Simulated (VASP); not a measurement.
**Cr: relaxation of cell and atoms with r2SCAN**

Cr:

```
Cr
1.0
    -1.46870    1.46870    1.46870
     1.46870   -1.46870    1.46870
     1.46870    1.46870   -1.46870
Cr
1
Direct
  0.00000 0.00000 0.00000
```

| Item | Value |
| --- | --- |
| Program | VASP 6.6.1 |
| Task | relaxation of cell and atoms |
| Functional | r2SCAN |
| Potentials or basis | VASP PAW PBE potentials, release 64 (Cr_pv) |
| Cutoff | 600 eV |
| k mesh | 10 × 10 × 10 |
| Occupations | gaussian, width 0.1 eV |
| Spin | no spin polarisation |
| Dipole correction | no |
| Further INCAR settings | ALGO = Normal; EDIFF = 1e-06; IBRION = 2; EDIFFG = -0.05; NSW = 80; ISIF = 3 |

- Relaxed volume: 11.38 Å³/atom
- Relaxed cell: a = 2.455 Å, b = 2.455 Å, c = 2.455 Å, α = 109.47°, β = 109.47°, γ = 109.47°
- Space group after relaxing (to 0.05 Å): Im-3m (No. 229)
- Energy gained by relaxing: 107.7 meV/atom
- Ionic steps: 4
- Pressure after relaxing: -0.3 GPa
- Band gap on the k mesh: zero (band 6 reaches 13.64 eV, above the bottom of band 7 at 10.12 eV)

The path:
| step | energy change (eV) | largest force (eV/Å) | pressure (GPa) | volume (Å³) |
| --- | --- | --- | --- | --- |
| 1 | 0.0000 | 0.0000 | -24.08 | 12.67 |
| 2 | 0.2587 | 0.0000 | 72.75 | 9.49 |
| 3 | -0.1074 | 0.0000 | -1.58 | 11.44 |
| 4 | -0.1077 | 0.0000 | -0.31 | 11.38 |

Final structure:
```xyz
1
Lattice="-1.4172 1.4172 1.4172 1.4172 -1.4172 1.4172 1.4172 1.4172 -1.4172" Properties=species:S:1:pos:R:3 pbc="T T T"
Cr    2.8343    0.0000    0.0000
```

Levels at points of the mesh, in eV from the Fermi level:
| k point | band 3 | band 4 | band 5 | band 6 | band 7 | band 8 | band 9 | band 10 |
| --- | --- | --- | --- | --- | --- | --- | --- | --- |
| (0.00, 0.00, 0.00) | -44.38 | -8.50 | -1.03 | -1.03 | -1.03 | 1.37 | 1.37 | 3.12 |
| (0.50, 0.00, 0.00) | -44.39 | -4.78 | -2.69 | 0.95 | 1.29 | 1.73 | 2.90 | 3.05 |
| (0.50, 0.50, 0.50) | -45.07 | -4.54 | -4.54 | 2.49 | 2.49 | 2.49 | 3.05 | 11.09 |

It took 110 s on 1 thread of Intel Xeon 6975P-C (shared host), peak memory 0.14 GiB.

Caveat: the PAW data sets were made with another functional, which shifts forces and pressure a little; the run has no spin polarisation, though such a crystal can be magnetic. Spin polarisation is off, so any magnetic state and its effect on volume and gap are missing.
